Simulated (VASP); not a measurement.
# BaS (Fm-3m) in VASP: further runs

The runs below take BaS through single point, relaxation of cell and atoms, with r2SCAN.

Everything below comes from runs of VASP 6.6.1. Logs are shortened: lines on timing, memory, paths and dates and some standing lists are left out, and cuts for length are marked.

## Step 1: The cell of the first run

The structure is cubic, space group Fm-3m (No. 225). The conventional cell has a = 6.425 Å, b = 6.425 Å, c = 6.425 Å, α = 90.00°, β = 90.00°, γ = 90.00°. Within 4.2 Å of Ba (site symmetry m-3m) lie 6 S at 3.21 Å. S (site symmetry m-3m) has 6 Ba at 3.21 Å within 4.2 Å.

## Step 2: Single point, r2SCAN

The input, POSCAR:

```
BaS
1.0
    0.0000000000      3.2126960369      3.2126960369
    3.2126960369      0.0000000000      3.2126960369
    3.2126960369      3.2126960369      0.0000000000
Ba S
1 1
Direct
    0.0000000000      0.0000000000      0.0000000000
    0.5000000000      0.5000000000      0.5000000000
```

The input, INCAR.step1:

```
PREC     = Accurate       # precision mode
ENCUT    = 520            # plane-wave cutoff, eV
ISMEAR   = -1             # smearing method
SIGMA    = 0.1            # smearing width, eV
LREAL    = False          # projectors in reciprocal space
LASPH    = True           # aspherical terms in the spheres
NELM     = 60             # most SCF steps
NBANDS   = 15             # bands
GGA      = PE             # functional
ALGO     = Normal         # electronic algorithm
EDIFF    = 1E-4           # SCF threshold, eV
LWAVE    = True           # write WAVECAR
LCHARG   = False          # write CHGCAR
```

The input, INCAR.step2:

```
PREC     = Accurate       # precision mode
ENCUT    = 520            # plane-wave cutoff, eV
EDIFF    = 1E-6           # SCF threshold, eV
ISMEAR   = -1             # smearing method
SIGMA    = 0.1            # smearing width, eV
LREAL    = False          # projectors in reciprocal space
LASPH    = True           # aspherical terms in the spheres
NELM     = 60             # most SCF steps
ALGO     = Normal         # electronic algorithm
ISIF     = 2              # what is computed and relaxed
LWAVE    = False          # write WAVECAR
LCHARG   = True           # write CHGCAR
METAGGA  = R2SCAN         # meta-GGA
LMIXTAU  = True         
LELF     = True           # ELF
LVHAR    = True         
NBANDS   = 15             # bands
ISTART   = 1
```

The input, KPOINTS:

```
regular mesh
0
Gamma
  12 12 12
```

Potentials or basis: VASP PAW PBE potentials, release 64 (Ba_sv, S).

Command:

```
> cat potpaw_PBE.64/Ba_sv/POTCAR potpaw_PBE.64/S/POTCAR > POTCAR
> cp INCAR.step1 INCAR
> mpirun -np 1 vasp_std > vasp.out
> cp INCAR.step2 INCAR
> mpirun -np 1 vasp_std > vasp.out
```

OUTCAR:

```text
PREC = Accurate
   ENCUT = 520
   EDIFF = 1E-6
   ISMEAR = -1
   LREAL = False
   LASPH = True
   NELM = 60
   ISIF = 2
   METAGGA = R2SCAN
   ISTART = 1

 ion  position               nearest neighbor table
   1  0.000  0.000  0.000-   2 3.21   2 3.21   2 3.21   2 3.21   2 3.21   2 3.21
   2  0.500  0.500  0.500-   1 3.21   1 3.21   1 3.21   1 3.21   1 3.21   1 3.21

  LATTYP: Found a face centered cubic cell.
 ALAT       =     6.4253920738

  Lattice vectors:

 A1 = (   0.0000000000,   3.2126960369,   3.2126960369)
 A2 = (   3.2126960369,   0.0000000000,   3.2126960369)
 A3 = (   3.2126960369,   3.2126960369,   0.0000000000)

Analysis of symmetry for initial positions (statically):
=====================================================================
 Subroutine PRICEL returns:
 Original cell was already a primitive cell.

 Routine SETGRP: Setting up the symmetry group for a
 face centered cubic supercell.

 Subroutine GETGRP returns: Found 48 space group operations
 (whereof 48 operations were pure point group operations)
 out of a pool of 48 trial point group operations.

The static configuration has the point symmetry O_h .

Analysis of symmetry for dynamics (positions and initial velocities):
=====================================================================
 Subroutine PRICEL returns:
 Original cell was already a primitive cell.

 Routine SETGRP: Setting up the symmetry group for a
 face centered cubic supercell.

 Subroutine GETGRP returns: Found 48 space group operations
 (whereof 48 operations were pure point group operations)
 out of a pool of 48 trial point group operations.

The dynamic configuration has the point symmetry O_h .

 Subroutine INISYM returns: Found 48 space group operations
 (whereof 48 operations are pure point group operations),
 and found     1 'primitive' translations

----------------------------------------------------------------------------------------

                                     Primitive cell

  volume of cell :      66.3191

  direct lattice vectors                    reciprocal lattice vectors
     0.000000000  3.212696037  3.212696037    -0.155632526  0.155632526  0.155632526
     3.212696037  0.000000000  3.212696037     0.155632526 -0.155632526  0.155632526
     3.212696037  3.212696037  0.000000000     0.155632526  0.155632526 -0.155632526

  length of vectors
     4.543438307  4.543438307  4.543438307     0.269563443  0.269563443  0.269563443

  position of ions in fractional coordinates (direct lattice)
     0.000000000  0.000000000  0.000000000
     0.500000000  0.500000000  0.500000000

  ion indices of the primitive-cell ions
   primitive index   ion index
                 1           1
                 2           2

----------------------------------------------------------------------------------------

 KPOINTS: regular mesh

Automatic generation of k-mesh.
 Grid dimensions read from file:
 generate k-points for:   12   12   12

 Generating k-lattice:

  Cartesian coordinates                     Fractional coordinates (reciprocal lattice)
    -0.012969377  0.012969377  0.012969377     0.083333333  0.000000000  0.000000000
     0.012969377 -0.012969377  0.012969377     0.000000000  0.083333333  0.000000000
     0.012969377  0.012969377 -0.012969377     0.000000000  0.000000000  0.083333333

  Length of vectors
     0.022463620  0.022463620  0.022463620

  Shift w.r.t. Gamma in fractional coordinates (k-lattice)
     0.000000000  0.000000000  0.000000000

 Subroutine IBZKPT returns following result:
 ===========================================

 Found     72 irreducible k-points:

 Following reciprocal coordinates:
            Coordinates               Weight
  0.000000  0.000000  0.000000      1.000000
  0.083333  0.000000  0.000000      8.000000
  0.166667  0.000000  0.000000      8.000000
  0.250000  0.000000  0.000000      8.000000
  0.333333  0.000000  0.000000      8.000000
  0.416667  0.000000  0.000000      8.000000
[... 16 lines left out ...]
  0.500000  0.166667  0.000000     24.000000
 -0.416667  0.166667  0.000000     24.000000
 [... further k-points ...]
   k-points           NKPTS =     72   k-points in BZ     NKDIM =     72   number of bands    NBANDS=     15
   number of dos      NEDOS =    301   number of ions     NIONS =      2
   total plane-waves  NPLWV =  46656
   dimension x,y,z NGX =    36 NGY =   36 NGZ =   36
   dimension x,y,z NGXF=    72 NGYF=   72 NGZF=   72
   ions per type =               1   1
   NGX,Y,Z   is equivalent  to a cutoff of  13.17, 13.17, 13.17 a.u.
   NGXF,Y,Z  is equivalent  to a cutoff of  26.35, 26.35, 26.35 a.u.
 SYSTEM =  unknown system
   PREC   = accura    normal or accurate (medium, high low for compatibility)
   ISTART =      1    job   : 0-new  1-cont  2-samecut
   ICHARG =      0    charge: 1-file 2-atom 10-const
   ISPIN  =      1    spin polarized calculation?
   LNONCOLLINEAR =      F non collinear calculations
   LSORBIT =      F    spin-orbit coupling
   LASPH  =      T    aspherical Exc in radial PAW
   ENCUT  =  520.0 eV  38.22 Ry    6.18 a.u.   8.45  8.45  8.45*2*pi/ulx,y,z
   NELM   =     60;   NELMIN=  2; NELMDL=  0     # of ELM steps
   EDIFF  = 0.1E-05   stopping-criterion for ELM
   LREAL  =      F    real-space projection
   EDIFFG = 0.1E-04   stopping-criterion for IOM
   NSW    =      0    number of steps for IOM
   IBRION =     -1    ionic relax: 0-MD 1-quasi-New 2-CG
   NFREE  =      0    steps in history (QN), initial steepest desc. (CG)
   ISIF   =      2    stress and relaxation
   ISYM   =      2    0-nonsym 1-usesym 2-fastsym
   POTIM  = 0.5000    time-step for ionic-motion
   TEBEG  =    0.0;   TEEND  =   0.0 temperature during run
   PSTRESS=    0.0 pullay stress
   NELECT =      16.0000    total number of electrons
   NUPDOWN=      -1.0000    fix difference up-down
   EMIN   =  10.00;   EMAX   =-10.00  energy-range for DOS
   EFERMI =   0.00;   METHOD = LEGACY
   ISMEAR =    -1;   SIGMA  =   0.10  broadening in eV -4-tet -1-fermi 0-gaus
   EFERMI_NEDOS =   21; number of points for ismear=-14 and -15
   IALGO  =     38    algorithm
   IMIX   =      4    mixing-type and parameters
     AMIX     =   0.40;   BMIX     =  1.00
     AMIX_MAG =   1.60;   BMIX_MAG =  1.00
  volume/ion in A,a.u.               =      33.16       223.77
  Fermi-wavevector in a.u.,A,eV,Ry     =   1.019143  1.925901 14.131729  1.038653
  Thomas-Fermi vector in A             =   2.152640
   LORBIT       =      0    0 simple, 1 ext, 2 COOP (PROOUT), +10 PAW based schemes
   METAGGA = R2SCAN    functional components
   LHFCALC =     F    Hartree Fock is set to
   AEXX    =    0.0000 exact exchange contribution
   IVDW    =     0    specifies the selected vdW correction
   LEPSILON=     F    determine dielectric tensor
   LRPA    =     F    only Hartree local field effects (RPA)
 non-spin polarized calculation
  energy-cutoff  :      520.00
  volume of cell :       66.32
 maximum number of plane-waves:      1820
 NGX is ok and might be reduce to    36
   NGX = 17   NGY = 17   NGZ = 17

 number of electron      16.0000002 magnetization

 Free energy of the ion-electron system (eV)
  ---------------------------------------------------
  ext. energy  EPLUGINS =         0.00000000
  ---------------------------------------------------
  free energy    TOTEN  =       -39.20560255 eV

  energy without entropy =      -39.20560208  energy(sigma->0) =      -39.20560232

 E-fermi :   2.4770     XC(G=0):  -9.0014

 val. band max:        1.1280476316   @ k =   0.0000   0.0000   0.0000
 cond. band min:       3.6204966565   @ k =   0.5000   0.5000   0.0000
 fundamental gap:      2.4924490249
 Fermi energy:         2.4769698228

 k-point     1 :       0.0000    0.0000    0.0000
  band No.  band energies     occupation
      1     -25.7411      2.00000
      2     -10.3764      2.00000
      3     -10.3764      2.00000
      4     -10.3764      2.00000
      5      -9.6422      2.00000
      6       1.1280      2.00000
      7       1.1280      2.00000
      8       1.1280      2.00000
      9       5.2575      0.00000
     10       5.4323      0.00000
     11       5.4323      0.00000
     12       5.4323      0.00000
     13       6.4521      0.00000
     14       6.4521      0.00000
     15      10.2896      0.00000

 k-point     2 :       0.0833    0.0000    0.0000
  band No.  band energies     occupation
      1     -25.7383      2.00000
      2     -10.5419      2.00000
      3     -10.3787      2.00000
      4     -10.3787      2.00000
      5      -9.4699      2.00000
      6       0.9437      2.00000
      7       1.0346      2.00000
      8       1.0346      2.00000
      9       5.4119      0.00000
     10       5.5388      0.00000
     11       5.5388      0.00000
     12       5.5428      0.00000
     13       6.6570      0.00000
     14       6.6570      0.00000
     15      10.5823      0.00000

 k-point     3 :       0.1667    0.0000    0.0000
  band No.  band energies     occupation
      1     -25.7304      2.00000
      2     -10.8369      2.00000
      3     -10.3849      2.00000
      4     -10.3849      2.00000
      5      -9.1561      2.00000
      6       0.5132      2.00000
      7       0.8036      2.00000
      8       0.8036      2.00000
      9       5.4689      0.00000
     10       5.8469      0.00000
     11       5.8469      0.00000
     12       6.1953      0.00000
     13       7.2233      0.00000
     14       7.2233      0.00000
     15      11.3649      0.00000
[... 343 lines left out ...]
 k-point    23 :       0.5000    0.1667    0.0000
  band No.  band energies     occupation
      1     -25.6950      2.00000
      2     -11.3724      2.00000
      3     -10.4967      2.00000
      4     -10.4478      2.00000
      5      -8.6155      2.00000
      6      -0.3994      2.00000
      7       0.2301      2.00000
      8       0.2855      2.00000
      9       5.8009      0.00000
     10       7.3264      0.00000
     11       8.1322      0.00000
     12       8.4422      0.00000
     13       9.4462      0.00000
     14      10.3111      0.00000
     15      10.7475      0.00000

 k-point    24 :      -0.4167    0.1667    0.0000
  band No.  band energies     occupation
      1     -25.6942      2.00000
      2     -11.3929      2.00000
      3     -10.5190      2.00000
      4     -10.4315      2.00000
      5      -8.5735      2.00000
      6      -0.4767      2.00000
      7       0.1658      2.00000
      8       0.3092      2.00000
      9       6.4834      0.00000
     10       6.7764      0.00000
     11       7.7288      0.00000
     12       8.5320      0.00000
     13       9.9289      0.00000
     14      10.3879      0.00000
     15      11.0319      0.00000

 [... further k-points ...]
[... 5 lines left out ...]
  --------------------------------------------------------------------------------------
  -------------------------------------------------------------------------------------
  Total        0.2266784      0.2266784      0.2266784     -0.0000000      0.0000000     -0.0000000
  in kB        5.4762310      5.4762310      5.4762310     -0.0000000      0.0000000     -0.0000000
  external PRESSURE =       5.4762310 kB  Pullay stress =       0.0000000 kB

 VOLUME and BASIS-vectors are now :
 -----------------------------------------------------------------------------
  energy-cutoff  :      520.00
  volume of cell :       66.32
      direct lattice vectors                 reciprocal lattice vectors
     0.000000000  3.212696037  3.212696037    -0.155632526  0.155632526  0.155632526
     3.212696037  0.000000000  3.212696037     0.155632526 -0.155632526  0.155632526
     3.212696037  3.212696037  0.000000000     0.155632526  0.155632526 -0.155632526

 POSITION                                       TOTAL-FORCE (eV/Angst)
 -----------------------------------------------------------------------------------
      0.00000      0.00000      0.00000         0.000000      0.000000      0.000000
      3.21270      3.21270      3.21270         0.000000      0.000000     -0.000000
 -----------------------------------------------------------------------------------
    total drift:                                0.000000      0.000000      0.000000

  FREE ENERGIE OF THE ION-ELECTRON SYSTEM (eV)
  ---------------------------------------------------
  free  energy   TOTEN  =       -39.2056025491 eV

  energy  without entropy=      -39.2056020825  energy(sigma->0) =      -39.20560232
```

Wall time 1.9 min (1 thread of Intel Xeon 6975P-C (Granite Rapids), shared host); peak memory 0.26 GiB.

What came out:

```
Free energy            : -39.2056 eV
Pressure               : 0.5 GPa
Band gap on the k mesh : 2.49 eV (least direct gap 2.64 eV)
```

Caveat: the PAW data sets were made with another functional, which shifts forces and pressure a little; spin-orbit coupling is left out, which moves the levels of the heavy elements.

(Part 1 of 2 ends here.)
